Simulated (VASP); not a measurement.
Wanted: the native input for a VASP 6.6.1 run.

```
Task                   : single point
Functional             : PBEsol
Potentials or basis    : VASP PAW PBE potentials, release 64 (W_sv, S)
Cutoff                 : 520 eV
k mesh                 : 12 × 12 × 2
Occupations            : gaussian, width 0.05 eV
Spin                   : no spin polarisation
Dipole correction      : no
Further INCAR settings : ALGO = Normal; EDIFF = 1e-06; NBANDS = 35
```

The structure of WS2 lies in POSCAR:

```
WS2
1.0
    3.2280036364      0.0000000000      0.0000000000
   -1.6140018182      2.7955331526      0.0000000000
    0.0000000000      0.0000000000     13.0266084735
W S
2 4
Direct
    0.3333333333      0.6666666667      0.2500000000
    0.6666666667      0.3333333333      0.7500000000
    0.3333333333      0.6666666667      0.6068585060
    0.6666666667      0.3333333333      0.1068585060
    0.3333333333      0.6666666667      0.8931414940
    0.6666666667      0.3333333333      0.3931414940
```

This cell differs from its parent crystal: atoms shifted along a free coordinate.

These files were run (other wordings do the same):

INCAR

```
PREC     = Accurate       # precision mode
ENCUT    = 520            # plane-wave cutoff, eV
EDIFF    = 1E-6           # SCF threshold, eV
ISMEAR   = 0              # smearing method
SIGMA    = 0.05           # smearing width, eV
LREAL    = False          # projectors in reciprocal space
LASPH    = True           # aspherical terms in the spheres
NELM     = 80             # most SCF steps
ALGO     = Normal         # electronic algorithm
ISIF     = 2              # what is computed and relaxed
LWAVE    = False          # write WAVECAR
LCHARG   = False          # write CHGCAR
GGA      = PS             # functional
NBANDS   = 35             # bands
```

KPOINTS

```
regular mesh
0
Gamma
  12 12 2
```

Potentials or basis: VASP PAW PBE potentials, release 64 (W_sv, S).

The run is started by

```bash
$ cat potpaw_PBE.64/W_sv/POTCAR potpaw_PBE.64/S/POTCAR > POTCAR
$ mpirun -np 1 vasp_std > vasp.out
```

It gave:

```json
{
 "Pressure": "-25.6 GPa",
 "Largest force": "4.168 eV/Å",
 "Band gap on the k mesh": "0.50 eV (least direct gap 1.19 eV)"
}
```

Caveat: the cell differs from its parent crystal (atoms shifted along a free coordinate); the stress differs along the axes, from -42 to -18 GPa; the PAW data sets were made with another functional, which shifts forces and pressure a little; spin-orbit coupling is left out, which moves the levels of the heavy elements.

Wall time 2.1 min on 1 thread of Intel(R) Xeon(R) Platinum 8259CL CPU @ 2.50GHz (Skylake/Cascade Lake), on a shared host, peak memory 0.29 GiB.
